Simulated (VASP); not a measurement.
# Ge: single point with LDA

The system is Ge.

```
Ge
1.0
     3.98133    0.00000    0.00000
    -1.99066    3.44793    0.00000
     0.00000    0.00000    2.34286
Ge
3
Direct
  0.00000 0.00000 0.00000
  0.33333 0.66667 0.50000
  0.66667 0.33333 0.50000
```

| Property | Result |
| --- | --- |
| Program | VASP 6.6.1 |
| Task | single point |
| Functional | LDA |
| Potentials or basis | VASP PAW LDA potentials, release 64 (Ge_d) |
| Cutoff | 520 eV |
| k mesh | 9 × 9 × 13 |
| Occupations | fermi-dirac, width 0.08 eV |
| Spin | no spin polarisation |

```
Pressure               : 131.7 GPa
Band gap on the k mesh : zero (band 21 reaches 18.68 eV, above the bottom of band 22 at 8.48 eV)
```

Levels at points of the mesh, in eV from the Fermi level:
```tsv
k point	band 18	band 19	band 20	band 21	band 22	band 23	band 24	band 25
(0.00, 0.00, 0.00)	-6.19	-6.14	-6.14	-6.07	-6.07	6.63	11.29	16.03
```

Wall time 42 s on 1 thread of Intel(R) Xeon(R) Platinum 8488C (Sapphire Rapids), on a shared host, peak memory 0.17 GiB.
